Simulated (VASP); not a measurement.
Wanted: the native input for a VASP 6.6.1 run.

```
Task                   : single point
Functional             : PBE
Potentials or basis    : VASP PAW PBE potentials, release 64 (Nb_sv)
Cutoff                 : 520 eV
k mesh                 : 12 × 12 × 12
Occupations            : fermi-dirac, width 0.15 eV
Spin                   : no spin polarisation
Dipole correction      : no
Further INCAR settings : ALGO = Normal; EDIFF = 1e-06; NBANDS = 12
```

The structure of Nb lies in POSCAR:

```
Nb
1.0
    0.0000000000      2.1150000000      2.1150000000
    2.1150000000      0.0000000000      2.1150000000
    2.1150000000      2.1150000000      0.0000000000
Nb
1
Direct
    0.0000000000      0.0000000000      0.0000000000
```

These files were run (other wordings do the same):

INCAR

```
SYSTEM = Nb
ALGO = Normal
EDIFF = 1E-6
ENCUT = 520
GGA = PE
ISIF = 2
ISMEAR = -1
LASPH = .TRUE.
LCHARG = .FALSE.
LREAL = .FALSE.
LWAVE = .FALSE.
NBANDS = 12
NELM = 100
PREC = Accurate
SIGMA = 0.15
```

KPOINTS

```
k-points
0
G
  12 12 12
  0 0 0
```

Potentials or basis: VASP PAW PBE potentials, release 64 (Nb_sv).

The run is started by

```console
$ cat potpaw_PBE.64/Nb_sv/POTCAR > POTCAR
$ mpirun -np 1 vasp_std > vasp.out
```

Results of the run:

```
Pressure : -1.2 GPa
```

It took 18 s on 1 thread of AMD EPYC 7R43 64-Core Processor (Zen 3), on a shared host, peak memory 0.11 GiB.
